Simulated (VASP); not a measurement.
# Zr (Im-3m) in VASP: single point with r2SCAN

Aim: the single point of Zr with r2SCAN.

Everything below comes from runs of VASP 6.6.1. Logs are shortened: lines on timing, memory, paths and dates and some standing lists are left out, and cuts for length are marked.

### 1 The cell of the first run

It takes space group Im-3m (No. 229, cubic). Conventional cell: a = 3.581 Å, b = 3.581 Å, c = 3.581 Å, α = 90.00°, β = 90.00°, γ = 90.00°. Zr (site symmetry m-3m) has 14 Zr at 3.10 to 3.58 Å within 4.1 Å.

### 2 Single point, r2SCAN, collinear spin, ferromagnetic start

Contents of POSCAR:

```
Zr
1.0
   -1.7906690025      1.7906690025      1.7906690025
    1.7906690025     -1.7906690025      1.7906690025
    1.7906690025      1.7906690025     -1.7906690025
Zr
1
Direct
    0.0000000000      0.0000000000      0.0000000000
```

Contents of INCAR.step1:

```
SYSTEM = Zr
  PREC = Accurate
  ENCUT = 520
  ISMEAR = -1
  SIGMA = 0.05
  LREAL = .False.
  LASPH = .True.
  NELM = 150
  ISPIN = 2
  MAGMOM = 1
  LMAXMIX = 4
  NBANDS = 16
  GGA = PE
  ALGO = Normal
  EDIFF = 1E-4
  LWAVE = .True.
  LCHARG = .False.
```

Contents of INCAR.step2:

```
SYSTEM = Zr
  PREC = Accurate
  ENCUT = 520
  EDIFF = 1E-6
  ISMEAR = -1
  SIGMA = 0.05
  LREAL = .False.
  LASPH = .True.
  NELM = 150
  ALGO = Normal
  ISIF = 2
  LWAVE = .False.
  LCHARG = .False.
  ISPIN = 2
  MAGMOM = 1
  LORBIT = 11
  LMAXMIX = 4
  METAGGA = R2SCAN
  LMIXTAU = .True.
  NBANDS = 16
  ISTART = 1
```

Contents of KPOINTS:

```
regular mesh
0
Gamma
  12 12 12
  0 0 0
```

Potentials or basis: VASP PAW PBE potentials, release 64 (Zr_sv).

The run is started by

```sh
$ cat potpaw_PBE.64/Zr_sv/POTCAR > POTCAR
$ cp INCAR.step1 INCAR
$ mpirun -np 1 vasp_std > vasp.out
$ cp INCAR.step2 INCAR
$ mpirun -np 1 vasp_std > vasp.out
```

OUTCAR:

```text
SYSTEM = Zr
   PREC = Accurate
   ENCUT = 520
   EDIFF = 1E-6
   ISMEAR = -1
   LREAL = .False.
   LASPH = .True.
   NELM = 150
   ISIF = 2
   ISPIN = 2
   LORBIT = 11
   METAGGA = R2SCAN
   ISTART = 1

 ion  position               nearest neighbor table
   1  0.000  0.000  0.000-

  LATTYP: Found a body centered cubic cell.
 ALAT       =     3.5813380050

  Lattice vectors:

 A1 = (  -1.7906690025,   1.7906690025,   1.7906690025)
 A2 = (   1.7906690025,  -1.7906690025,   1.7906690025)
 A3 = (   1.7906690025,   1.7906690025,  -1.7906690025)

Analysis of symmetry for initial positions (statically):
=====================================================================
 Subroutine PRICEL returns:
 Original cell was already a primitive cell.

 Routine SETGRP: Setting up the symmetry group for a
 body centered cubic supercell.

 Subroutine GETGRP returns: Found 48 space group operations
 (whereof 48 operations were pure point group operations)
 out of a pool of 48 trial point group operations.

The static configuration has the point symmetry O_h .

Analysis of symmetry for dynamics (positions and initial velocities):
=====================================================================
 Subroutine PRICEL returns:
 Original cell was already a primitive cell.

 Routine SETGRP: Setting up the symmetry group for a
 body centered cubic supercell.

 Subroutine GETGRP returns: Found 48 space group operations
 (whereof 48 operations were pure point group operations)
 out of a pool of 48 trial point group operations.

The dynamic configuration has the point symmetry O_h .

Analysis of structural, dynamic, and magnetic symmetry:
=====================================================================
 Subroutine PRICEL returns:
 Original cell was already a primitive cell.

 Routine SETGRP: Setting up the symmetry group for a
 body centered cubic supercell.

 Subroutine GETGRP returns: Found 48 space group operations
 (whereof 48 operations were pure point group operations)
 out of a pool of 48 trial point group operations.

The overall configuration has the point symmetry O_h .

 Subroutine INISYM returns: Found 48 space group operations
 (whereof 48 operations are pure point group operations),
 and found     1 'primitive' translations

----------------------------------------------------------------------------------------

                                     Primitive cell

  volume of cell :      22.9671

  direct lattice vectors                    reciprocal lattice vectors
    -1.790669003  1.790669003  1.790669003     0.000000000  0.279225250  0.279225250
     1.790669003 -1.790669003  1.790669003     0.279225250  0.000000000  0.279225250
     1.790669003  1.790669003 -1.790669003     0.279225250  0.279225250  0.000000000

  length of vectors
     3.101529692  3.101529692  3.101529692     0.394884136  0.394884136  0.394884136

  position of ions in fractional coordinates (direct lattice)
     0.000000000  0.000000000  0.000000000

  ion indices of the primitive-cell ions
   primitive index   ion index
                 1           1

----------------------------------------------------------------------------------------

 KPOINTS: regular mesh

Automatic generation of k-mesh.
 Grid dimensions read from file:
 generate k-points for:   12   12   12

 Generating k-lattice:

  Cartesian coordinates                     Fractional coordinates (reciprocal lattice)
     0.000000000  0.023268771  0.023268771     0.083333333  0.000000000  0.000000000
     0.023268771  0.000000000  0.023268771     0.000000000  0.083333333  0.000000000
     0.023268771  0.023268771  0.000000000     0.000000000  0.000000000  0.083333333

  Length of vectors
     0.032907011  0.032907011  0.032907011

  Shift w.r.t. Gamma in fractional coordinates (k-lattice)
     0.000000000  0.000000000  0.000000000

 Subroutine IBZKPT returns following result:
 ===========================================

 Found     72 irreducible k-points:

 Following reciprocal coordinates:
            Coordinates               Weight
  0.000000  0.000000  0.000000      1.000000
  0.083333  0.000000  0.000000     12.000000
  0.166667  0.000000  0.000000     12.000000
  0.250000  0.000000  0.000000     12.000000
  0.333333  0.000000  0.000000     12.000000
  0.416667  0.000000  0.000000     12.000000
[... 16 lines left out ...]
  0.333333  0.083333  0.083333     24.000000
  0.416667  0.083333  0.083333     12.000000
 [... further k-points ...]
   k-points           NKPTS =     72   k-points in BZ     NKDIM =     72   number of bands    NBANDS=     16
   number of dos      NEDOS =    301   number of ions     NIONS =      1
   total plane-waves  NPLWV =  13824
   dimension x,y,z NGX =    24 NGY =   24 NGZ =   24
   dimension x,y,z NGXF=    48 NGYF=   48 NGZF=   48
   ions per type =               1
   NGX,Y,Z   is equivalent  to a cutoff of  12.86, 12.86, 12.86 a.u.
   NGXF,Y,Z  is equivalent  to a cutoff of  25.73, 25.73, 25.73 a.u.
 SYSTEM =  Zr
   PREC   = accura    normal or accurate (medium, high low for compatibility)
   ISTART =      1    job   : 0-new  1-cont  2-samecut
   ICHARG =      0    charge: 1-file 2-atom 10-const
   ISPIN  =      2    spin polarized calculation?
   LNONCOLLINEAR =      F non collinear calculations
   LSORBIT =      F    spin-orbit coupling
   LASPH  =      T    aspherical Exc in radial PAW
   ENCUT  =  520.0 eV  38.22 Ry    6.18 a.u.   5.77  5.77  5.77*2*pi/ulx,y,z
   NELM   =    150;   NELMIN=  2; NELMDL=  0     # of ELM steps
   EDIFF  = 0.1E-05   stopping-criterion for ELM
   LREAL  =      F    real-space projection
   EDIFFG = 0.1E-04   stopping-criterion for IOM
   NSW    =      0    number of steps for IOM
   IBRION =     -1    ionic relax: 0-MD 1-quasi-New 2-CG
   NFREE  =      0    steps in history (QN), initial steepest desc. (CG)
   ISIF   =      2    stress and relaxation
   ISYM   =      2    0-nonsym 1-usesym 2-fastsym
   POTIM  = 0.5000    time-step for ionic-motion
   TEBEG  =    0.0;   TEEND  =   0.0 temperature during run
   PSTRESS=    0.0 pullay stress
   NELECT =      12.0000    total number of electrons
   NUPDOWN=      -1.0000    fix difference up-down
   EMIN   =  10.00;   EMAX   =-10.00  energy-range for DOS
   EFERMI =   0.00;   METHOD = LEGACY
   ISMEAR =    -1;   SIGMA  =   0.05  broadening in eV -4-tet -1-fermi 0-gaus
   EFERMI_NEDOS =   21; number of points for ismear=-14 and -15
   IALGO  =     38    algorithm
   IMIX   =      4    mixing-type and parameters
     AMIX     =   0.40;   BMIX     =  1.00
     AMIX_MAG =   1.60;   BMIX_MAG =  1.00
  volume/ion in A,a.u.               =      22.97       154.99
  Fermi-wavevector in a.u.,A,eV,Ry     =   1.318560  2.491717 23.655100  1.738601
  Thomas-Fermi vector in A             =   2.448521
   LORBIT       =     11    0 simple, 1 ext, 2 COOP (PROOUT), +10 PAW based schemes
   METAGGA = R2SCAN    functional components
   LHFCALC =     F    Hartree Fock is set to
   AEXX    =    0.0000 exact exchange contribution
   IVDW    =     0    specifies the selected vdW correction
   LEPSILON=     F    determine dielectric tensor
   LRPA    =     F    only Hartree local field effects (RPA)
 spin polarized calculation
  energy-cutoff  :      520.00
  volume of cell :       22.97
 maximum number of plane-waves:       632
   NGX = 11   NGY = 11   NGZ = 11

 number of electron      12.0000000 magnetization      -0.0007468

 Free energy of the ion-electron system (eV)
  ---------------------------------------------------
  ext. energy  EPLUGINS =         0.00000000
  ---------------------------------------------------
  free energy    TOTEN  =       -22.63912866 eV

  energy without entropy =      -22.62372590  energy(sigma->0) =      -22.63142728

 E-fermi :   8.8678     XC(G=0): -12.0330

 val. band max:        8.8577358797   @ k =   0.1667   0.0833   0.0833
 cond. band min:       8.8854789472   @ k =   0.3333   0.2500   0.0000
 fundamental gap:      0.0277430676
 Fermi energy:         8.8677901234

 spin component 1

 k-point     1 :       0.0000    0.0000    0.0000
  band No.  band energies     occupation
      1     -41.2879      1.00000
      2     -18.0673      1.00000
      3     -18.0673      1.00000
      4     -18.0673      1.00000
      5       3.1512      1.00000
      6      10.2082      0.00000
[... 8 lines left out ...]
     15      31.4585      0.00000
     16      34.0386      0.00000

 k-point     2 :       0.0833    0.0000    0.0000
  band No.  band energies     occupation
      1     -41.2765      1.00000
      2     -18.1434      1.00000
      3     -18.0899      1.00000
      4     -18.0679      1.00000
      5       3.4014      1.00000
      6      10.0367      0.00000
[... 8 lines left out ...]
     15      30.6988      0.00000
     16      33.6867      0.00000
[... 387 lines left out ...]
      5       6.4299      1.00000
      6       8.2368      1.00000
[... 8 lines left out ...]
     15      29.4100      0.00000
     16      32.0946      0.00000

 k-point    24 :       0.4167    0.0833    0.0833
  band No.  band energies     occupation
      1     -41.1118      1.00000
      2     -19.0553      1.00000
      3     -18.4473      1.00000
      4     -18.1475      1.00000
      5       6.4233      1.00000
      6       8.1563      1.00000
[... 8 lines left out ...]
     15      29.5780      0.00000
     16      32.1300      0.00000

 [... further k-points ...]

 spin component 2

 k-point     1 :       0.0000    0.0000    0.0000
  band No.  band energies     occupation
      1     -41.2882      1.00000
      2     -18.0676      1.00000
      3     -18.0676      1.00000
      4     -18.0676      1.00000
      5       3.1505      1.00000
      6      10.2072      0.00000
[... 8 lines left out ...]
     15      31.4583      0.00000
     16      34.0381      0.00000

 k-point     2 :       0.0833    0.0000    0.0000
  band No.  band energies     occupation
      1     -41.2769      1.00000
      2     -18.1437      1.00000
      3     -18.0903      1.00000
      4     -18.0683      1.00000
      5       3.4007      1.00000
      6      10.0358      0.00000
[... 8 lines left out ...]
     15      30.6984      0.00000
     16      33.6862      0.00000
[... 387 lines left out ...]
      5       6.4292      1.00000
      6       8.2360      1.00000
[... 8 lines left out ...]
     15      29.4093      0.00000
     16      32.0939      0.00000

 k-point    24 :       0.4167    0.0833    0.0833
  band No.  band energies     occupation
      1     -41.1121      1.00000
      2     -19.0558      1.00000
      3     -18.4477      1.00000
      4     -18.1479      1.00000
      5       6.4226      1.00000
      6       8.1554      1.00000
[... 8 lines left out ...]
     15      29.5774      0.00000
     16      32.1294      0.00000

 [... further k-points ...]
[... 5 lines left out ...]
  --------------------------------------------------------------------------------------
  -------------------------------------------------------------------------------------
  Total        0.0023239      0.0023239      0.0023239      0.0000000     -0.0000000      0.0000000
  in kB        0.1621173      0.1621173      0.1621173      0.0000000     -0.0000000      0.0000000
  external PRESSURE =       0.1621173 kB  Pullay stress =       0.0000000 kB

 VOLUME and BASIS-vectors are now :
 -----------------------------------------------------------------------------
  energy-cutoff  :      520.00
  volume of cell :       22.97
      direct lattice vectors                 reciprocal lattice vectors
    -1.790669003  1.790669003  1.790669003     0.000000000  0.279225250  0.279225250
     1.790669003 -1.790669003  1.790669003     0.279225250  0.000000000  0.279225250
     1.790669003  1.790669003 -1.790669003     0.279225250  0.279225250  0.000000000

 POSITION                                       TOTAL-FORCE (eV/Angst)
 -----------------------------------------------------------------------------------
      0.00000      0.00000      0.00000        -0.000000      0.000000      0.000000
 -----------------------------------------------------------------------------------
    total drift:                                0.000000      0.000000     -0.000000

  FREE ENERGIE OF THE ION-ELECTRON SYSTEM (eV)
  ---------------------------------------------------
  free  energy   TOTEN  =       -22.6391286612 eV

  energy  without entropy=      -22.6237258973  energy(sigma->0) =      -22.63142728

 total charge

# of ion       s       p       d       tot
------------------------------------------
    1        2.220   5.957   1.648   9.825

 magnetization (x)

# of ion       s       p       d       tot
------------------------------------------
    1       -0.000  -0.000  -0.000  -0.000
```

It took 93 s on 1 thread of Intel Xeon Platinum 8488C (Sapphire Rapids), shared host; peak memory 0.18 GiB.

What came out:

- Free energy: -22.6391 eV
- Pressure: 0.0 GPa
- Band gap on the k mesh: zero (filled and empty bands overlap)
- Net moment: 0.00 μB per cell
- Valence electrons inside the program's atomic spheres: Zr 9.82

Caveat: the PAW data sets were made with another functional, which shifts forces and pressure a little.
